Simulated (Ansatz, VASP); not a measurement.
Ag: VASP beside Ansatz

```
CELL_PARAMETERS angstrom
0.00000 2.10403 2.04275
2.10403 0.00000 2.04275
2.10403 2.10403 0.00000
ATOMIC_POSITIONS crystal
Ag 0.00000 0.00000 0.00000
```

Alike in both runs: task single point; functional PBE; k mesh 15 × 15 × 15; no spin polarisation.

```csv
,VASP,Ansatz
version,VASP 6.6.1,Ansatz 0.2.0
potentials or method,"VASP PAW PBE potentials, release 64 (Ag), cutoff 520 eV","plane waves, PAW"
occupations,"fermi-dirac, width 0.1 eV",fermi-dirac
valence electrons in the cell,11,19
```

VASP gave:

```
pressure (GPa)                                                : -1.3
traceless stress, the component that is largest in VASP (GPa) : 0.29
```

Estimate Ansatz's values.

pressure (GPa): -1.2; traceless stress, the component that is largest in VASP (GPa): 0.29.

VASP's potentials hold 11 valence electrons a cell and Ansatz's 19, so a difference there can come from the potentials and not from the codes. Ansatz's warnings: stress scf threshold loose.
